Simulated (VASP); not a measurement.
# BN (F-43m) in VASP: further runs

Aim: see how the results for BN move with the level of theory and the settings. Levels: HF, r2SCAN0. Tasks: single point.

Everything below comes from runs of VASP 6.6.1. Logs are shortened: lines on timing, memory, paths and dates and some standing lists are left out, and cuts for length are marked.

## 1. The cell of the first run

It takes space group F-43m (No. 216, cubic). The conventional cell has a = 3.610 Å, b = 3.610 Å, c = 3.610 Å, α = 90.00°, β = 90.00°, γ = 90.00°. Within 2.1 Å of B (site symmetry -43m) lie 4 N at 1.56 Å. Within 2.1 Å of N (site symmetry -43m) lie 4 B at 1.56 Å.

## 2. Single point, HF

The input, POSCAR:

```
BN
1.0
    0.0000000000      1.8048254535      1.8048254535
    1.8048254535      0.0000000000      1.8048254535
    1.8048254535      1.8048254535      0.0000000000
B N
1 1
Direct
    0.0000000000      0.0000000000      0.0000000000
    0.2500000000      0.2500000000      0.2500000000
```

The input, INCAR.step1:

```
SYSTEM = BN
ALGO = Normal
EDIFF = 1E-5
ENCUT = 520
GGA = PE
ISIF = 2
ISMEAR = 0
LASPH = .True.
LREAL = .False.
LWAVE = .True.
NBANDS = 11
NELM = 60
PREC = Accurate
SIGMA = 0.01
```

The input, INCAR.step2:

```
SYSTEM = BN
AEXX = 1.0
AGGAC = 0.0
ALDAC = 0.0
ALGO = Normal
EDIFF = 1E-7
ENCUT = 520
GGA = PE
ISIF = 2
ISMEAR = 0
ISTART = 1
LASPH = .True.
LCHARG = .True.
LELF = .True.
LHFCALC = .True.
LREAL = .False.
LVHAR = .True.
LWAVE = .False.
NBANDS = 11
NELM = 60
PREC = Accurate
PRECFOCK = Normal
SIGMA = 0.01
```

The input, KPOINTS:

```
k-points
0
Gamma
  8 8 8
  0 0 0
```

Potentials or basis: VASP PAW PBE potentials, release 64 (B, N).

Launch:

```sh
$ cat potpaw_PBE.64/B/POTCAR potpaw_PBE.64/N/POTCAR > POTCAR
$ cp INCAR.step1 INCAR
$ mpirun -np 1 vasp_std > vasp.out
$ cp INCAR.step2 INCAR
$ mpirun -np 1 vasp_std > vasp.out
```

OUTCAR:

```text
SYSTEM = BN
   AEXX = 1.0
   EDIFF = 1E-7
   ENCUT = 520
   GGA = PE
   ISIF = 2
   ISMEAR = 0
   ISTART = 1
   LASPH = .True.
   LHFCALC = .True.
   LREAL = .False.
   NELM = 60
   PREC = Accurate
   PRECFOCK = Normal

 ion  position               nearest neighbor table
   1  0.000  0.000  0.000-   2 1.56   2 1.56   2 1.56   2 1.56
   2  0.250  0.250  0.250-   1 1.56   1 1.56   1 1.56   1 1.56

  LATTYP: Found a face centered cubic cell.
 ALAT       =     3.6096509070

  Lattice vectors:

 A1 = (   0.0000000000,   1.8048254535,   1.8048254535)
 A2 = (   1.8048254535,   0.0000000000,   1.8048254535)
 A3 = (   1.8048254535,   1.8048254535,   0.0000000000)

Analysis of symmetry for initial positions (statically):
=====================================================================
 Subroutine PRICEL returns:
 Original cell was already a primitive cell.

 Routine SETGRP: Setting up the symmetry group for a
 face centered cubic supercell.

 Subroutine GETGRP returns: Found 24 space group operations
 (whereof 24 operations were pure point group operations)
 out of a pool of 48 trial point group operations.

The static configuration has the point symmetry T_d .

Analysis of symmetry for dynamics (positions and initial velocities):
=====================================================================
 Subroutine PRICEL returns:
 Original cell was already a primitive cell.

 Routine SETGRP: Setting up the symmetry group for a
 face centered cubic supercell.

 Subroutine GETGRP returns: Found 24 space group operations
 (whereof 24 operations were pure point group operations)
 out of a pool of 48 trial point group operations.

The dynamic configuration has the point symmetry T_d .

 Subroutine INISYM returns: Found 24 space group operations
 (whereof 24 operations are pure point group operations),
 and found     1 'primitive' translations

----------------------------------------------------------------------------------------

                                     Primitive cell

  volume of cell :      11.7581

  direct lattice vectors                    reciprocal lattice vectors
     0.000000000  1.804825453  1.804825453    -0.277035100  0.277035100  0.277035100
     1.804825453  0.000000000  1.804825453     0.277035100 -0.277035100  0.277035100
     1.804825453  1.804825453  0.000000000     0.277035100  0.277035100 -0.277035100

  length of vectors
     2.552408634  2.552408634  2.552408634     0.479838869  0.479838869  0.479838869

  position of ions in fractional coordinates (direct lattice)
     0.000000000  0.000000000  0.000000000
[... 97 lines left out ...]
     AMIX     =   0.40;   BMIX     =  1.00
     AMIX_MAG =   1.60;   BMIX_MAG =  1.00
  volume/ion in A,a.u.               =       5.88        39.67
  Fermi-wavevector in a.u.,A,eV,Ry     =   1.439880  2.720979 28.208337  2.073254
  Thomas-Fermi vector in A             =   2.558686
   LORBIT       =      0    0 simple, 1 ext, 2 COOP (PROOUT), +10 PAW based schemes
   GGA     = PE    functional components
   LHFCALC =     T    Hartree Fock is set to
   PRECFOCK=normal    Normal, Fast or Accurate (Low or Medium for compatibility)
   ENCUT4O =  -1.0   cutoff for four orbital integrals eV
   NKREDX  =     1    reduce k-point grid by
   NKREDY  =     1    reduce k-point grid by
   NKREDZ  =     1    reduce k-point grid by
   AEXX    =    1.0000 exact exchange contribution
   HFSCREEN=    0.0000 screening length (either q_TF or 0.3 A-1)
   HFSCREENC=   0.0000 screening length for correlation (either q_TF or 0.3 A-1)
   ENCUTFOCK=  -1.0 apply spherical cutoff to Coloumb kernel
   IVDW    =     0    specifies the selected vdW correction
   LEPSILON=     F    determine dielectric tensor
   LRPA    =     F    only Hartree local field effects (RPA)
 non-spin polarized calculation
 Gauss-broadening in eV      SIGMA  =   0.01
  energy-cutoff  :      520.00
  volume of cell :       11.76
 maximum number of plane-waves:       332
  NGX = 16; NGY = 16; NGZ = 16

 number of electron       7.9999999 magnetization

 Free energy of the ion-electron system (eV)
  ---------------------------------------------------
  ext. energy  EPLUGINS =         0.00000000
  ---------------------------------------------------
  free energy    TOTEN  =       -29.89189679 eV

  energy without entropy =      -29.89189679  energy(sigma->0) =      -29.89189679

 E-fermi :   3.8547     XC(G=0):   0.0000

 val. band max:        3.6538587338   @ k =   0.0000   0.0000   0.0000
 cond. band min:      17.4063109075   @ k =   0.5000   0.5000   0.0000
 fundamental gap:     13.7524521737
 Fermi energy:         3.8547318956

 k-point     1 :       0.0000    0.0000    0.0000
  band No.  band energies     occupation
      1     -23.7675      2.00000
      2       3.6539      2.00000
      3       3.6539      2.00000
      4       3.6539      2.00000
      5      23.0951      0.00000
      6      23.0951      0.00000
      7      23.0951      0.00000
      8      25.1193      0.00000
      9      40.3670      0.00000
     10      43.1676      0.00000
     11      43.1676      0.00000
[... 309 lines left out ...]
 k-point    24 :      -0.3750    0.2500    0.1250
  band No.  band energies     occupation
      1     -17.5406      2.00000
      2      -9.0885      2.00000
      3      -2.7151      2.00000
      4      -0.7472      2.00000
      5      23.5923      0.00000
      6      25.8150      0.00000
      7      30.3166      0.00000
      8      32.0673      0.00000
      9      34.9830      0.00000
     10      42.6208      0.00000
     11      44.2340      0.00000

 [... further k-points ...]

------------------------ aborting loop because EDIFF is reached ----------------------------------------

  FORCE on cell =-STRESS in cart. coord.  units (eV):
  Direction    XX          YY          ZZ          XY          YZ          ZX
  --------------------------------------------------------------------------------------
  -------------------------------------------------------------------------------------
  Total       -0.2481595     -0.2481595     -0.2481595      0.0000000      0.0000000      0.0000000
  in kB      -33.8147220    -33.8147220    -33.8147220      0.0000000      0.0000000      0.0000000
  external PRESSURE =     -33.8147220 kB  Pullay stress =       0.0000000 kB

 VOLUME and BASIS-vectors are now :
 -----------------------------------------------------------------------------
  energy-cutoff  :      520.00
  volume of cell :       11.76
      direct lattice vectors                 reciprocal lattice vectors
     0.000000000  1.804825453  1.804825453    -0.277035100  0.277035100  0.277035100
     1.804825453  0.000000000  1.804825453     0.277035100 -0.277035100  0.277035100
     1.804825453  1.804825453  0.000000000     0.277035100  0.277035100 -0.277035100

 POSITION                                       TOTAL-FORCE (eV/Angst)
 -----------------------------------------------------------------------------------
      0.00000      0.00000      0.00000        -0.000000     -0.000000     -0.000000
      0.90241      0.90241      0.90241         0.000000      0.000000      0.000000
 -----------------------------------------------------------------------------------
    total drift:                                0.000000     -0.000000      0.000000

  FREE ENERGIE OF THE ION-ELECTRON SYSTEM (eV)
  ---------------------------------------------------
  free  energy   TOTEN  =       -29.8918967853 eV

  energy  without entropy=      -29.8918967853  energy(sigma->0) =      -29.89189679
```

OSZICAR.step1:

```text
N       E                     dE             d eps       ncg     rms          rms(c)
DAV:   1     0.106632669448E+02    0.10663E+02   -0.48371E+03   662   0.716E+02
DAV:   2    -0.179065942796E+02   -0.28570E+02   -0.27475E+02   793   0.165E+02
DAV:   3    -0.184196797063E+02   -0.51309E+00   -0.51251E+00   764   0.187E+01
DAV:   4    -0.184202446358E+02   -0.56493E-03   -0.56492E-03   686   0.718E-01
DAV:   5    -0.184202451519E+02   -0.51606E-06   -0.51613E-06   734   0.212E-02    0.673E+00
DAV:   6    -0.175356953945E+02    0.88455E+00   -0.29296E+00   671   0.990E+00    0.329E+00
DAV:   7    -0.174622210799E+02    0.73474E-01   -0.10575E-01   707   0.268E+00    0.193E+00
DAV:   8    -0.174477668033E+02    0.14454E-01   -0.35770E-02   716   0.138E+00    0.195E-01
DAV:   9    -0.174479491107E+02   -0.18231E-03   -0.95724E-04   668   0.258E-01    0.837E-02
DAV:  10    -0.174480351446E+02   -0.86034E-04   -0.12075E-04   700   0.937E-02    0.151E-02
DAV:  11    -0.174480403682E+02   -0.52237E-05   -0.92073E-06   692   0.249E-02
   1 F= -.17448040E+02 E0= -.17448040E+02  d E =-.221753E-34
```

It took 14 min on 1 thread of AMD EPYC 9R45 (Zen 5), shared host; peak memory 0.1 GiB.

What came out:

| Quantity | Value |
| --- | --- |
| Free energy | -29.8919 eV |
| Pressure | -3.4 GPa |
| Band gap on the k mesh | 13.75 eV (least direct gap 19.44 eV) |

Caveat: the cell stands under tension; the PAW data sets were made with another functional, which shifts forces and pressure a little. A k mesh can miss the band edges.

## 3. Single point, r2SCAN0

POSCAR is that of step 2.

The input, INCAR.step1:

```
SYSTEM = BN
  PREC = Accurate
  ENCUT = 520
  EDIFF = 1E-5
  ISMEAR = 0
  SIGMA = 0.01
  LREAL = .False.
  LASPH = .True.
  NELM = 80
  ALGO = Normal
  ISIF = 2
  LWAVE = .True.
  LCHARG = .False.
  GGA = PE
  NBANDS = 11
```

The input, INCAR.step2:

```
SYSTEM = BN
  PREC = Accurate
  ENCUT = 520
  EDIFF = 1E-6
  ISMEAR = 0
  SIGMA = 0.01
  LREAL = .False.
  LASPH = .True.
  NELM = 80
  ALGO = Normal
  ISIF = 2
  LWAVE = .False.
  LCHARG = .False.
  METAGGA = R2SCAN
  LHFCALC = .True.
  AEXX = 0.25
  LMIXTAU = .True.
  PRECFOCK = Normal
  ISTART = 1
  NBANDS = 11
```

The input, KPOINTS:

```
Automatic mesh
0
Gamma
  8 8 8
  0 0 0
```

Potentials or basis: VASP PAW PBE potentials, release 64 (B, N).

Launch:

```sh
$ cat potpaw_PBE.64/B/POTCAR potpaw_PBE.64/N/POTCAR > POTCAR
$ cp INCAR.step1 INCAR
$ mpirun -np 1 vasp_std > vasp.out
$ cp INCAR.step2 INCAR
$ mpirun -np 1 vasp_std > vasp.out
```

It took 7.5 min on 1 thread of AMD EPYC 9R45 (Zen 5), shared host; peak memory 0.11 GiB.

It converged, with:

* Free energy: -22.5222 eV
* Pressure: -5.5 GPa
* Band gap on the k mesh: 6.87 eV (least direct gap 11.78 eV)

Levels at points of the mesh, in eV from the valence-band top:
```tsv
k point	band 2	band 3	band 4	band 5	band 6	band 7
(0.00, 0.00, 0.00)	0.00	0.00	0.00	11.78	11.78	11.78
(0.50, 0.00, 0.00)	-11.96	-2.17	-2.17	13.07	13.78	13.78
(0.50, 0.50, 0.00)	-10.09	-5.48	-5.48	6.87	11.90	22.14
```

Caveat: the cell stands under tension; the PAW data sets were made with another functional, which shifts forces and pressure a little.
